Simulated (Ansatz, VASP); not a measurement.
**TlRu3: VASP beside Ansatz**

The input INCAR:

```
PREC = Accurate
ENCUT = 600
EDIFF = 1E-6
ISMEAR = 0
SIGMA = 0.1
LREAL = F
LASPH = T
NELM = 100
ALGO = Normal
ISIF = 3
LWAVE = F
LCHARG = F
GGA = PE
IBRION = 2
NSW = 90
EDIFFG = -0.04
```

KPOINTS

```
Automatic mesh
0
Gamma
  4 4 4
```

File POSCAR:

```
TlRu3
1.0
    4.0504357287      0.0000000000      0.0000000000
    0.0000000000      4.0504357287      0.0000000000
    0.0000000000      0.0000000000      4.0504357287
Tl Ru
1 3
Direct
    0.0000000000      0.0000000000      0.0000000000
    0.0000000000      0.5000000000      0.5000000000
    0.5000000000      0.0000000000      0.5000000000
    0.5000000000      0.5000000000      0.0000000000
```

Input for Ansatz:

```yaml
crystal:
  lattice:
    - [4.0504357287, 0.0, 0.0]
    - [0.0, 4.0504357287, 0.0]
    - [0.0, 0.0, 4.0504357287]
  atoms:
    - { symbol: Tl, position: [0.0, 0.0, 0.0] }
    - { symbol: Ru, position: [0.0, 0.5, 0.5] }
    - { symbol: Ru, position: [0.5, 0.0, 0.5] }
    - { symbol: Ru, position: [0.5, 0.5, 0.0] }
basis:
  ecutwfc: 420
kpoints:
  mp_grid: { grid: [4, 4, 4] }
hamiltonian:
  xc: pbe
scf:
  occupations: { method: gaussian, width: 0.1 }
  lower_state_search: "off"
output:
  forces: true
  stress: true
  eigenvalues: true
relax:
  adjacent_minimum: "off"
  f_tol: 0.04
  max_steps: 70
  cell: { stress_tol: 0.4 }
```

Alike in both runs: task relaxation of cell and atoms; functional PBE; k mesh 4 × 4 × 4; occupations gaussian, width 0.1 eV; no spin polarisation.

|  | VASP | Ansatz |
| --- | --- | --- |
| version | VASP 6.6.1 | Ansatz 0.2.0 |
| potentials or method | VASP PAW PBE potentials, release 64 (Tl_d, Ru_pv), cutoff 600 eV | scalar-relativistic, plane waves, PAW |
| valence electrons in the cell | 55 | 61 |

|  | VASP | Ansatz | Ansatz less VASP |
| --- | --- | --- | --- |
| gap on the k mesh at the Fermi level, each at its own relaxed structure (eV) | none | none | - |
| relaxed volume (Å³/atom) | 15.86 | 15.84 | -0.020 |
| relaxed length of the cell vector where the two differ most in proportion (Å) | 3.988 | 3.986 | -0.0017 |

A gap of «none» marks a metal or a gap that the smearing closes. VASP's potentials hold 55 valence electrons a cell and Ansatz's 61, so a difference there can come from the potentials and not from the codes.

The k mesh is coarse, so the values compare programs but aren't converged. Spin-orbit coupling is off throughout.
